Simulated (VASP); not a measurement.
Runs of VASP 6.6.1 on Ge. The structure is that of space group Fd-3m (No. 227), or close to it. The cells are those of the table. 

```csv
cell,gap on the mesh (eV),pressure (GPa)
"a = 3.840 Å, angles 60.0°, 2 atoms",(b),15.8
"a = 3.761, b = 3.761, c = 3.680 Å, angles 60.7, 60.7, 58.6°, 2 atoms",none,28.4
"a = 4.161 Å, angles 60.0°, 2 atoms",none,(a)
"a = 3.680 Å, angles 60.0°, 2 atoms",0.12,36.5
"a = 4.321 Å, angles 60.0°, 2 atoms",none,-6.9
```

Alike in all rows: task single point; level PBE; potentials or basis VASP PAW PBE potentials, release 64 (Ge_d); no spin polarisation; k mesh 14 × 14 × 14; cutoff (eV) 500; smearing gaussian 0.15 eV.

Q: Estimate the missing entries.

A: (a) -3.3; (b) 0.38.

A k mesh can miss the band edges, and the runs leave out spin-orbit coupling on Ge.

A gap of «none» marks levels without a gap at the run's occupations.
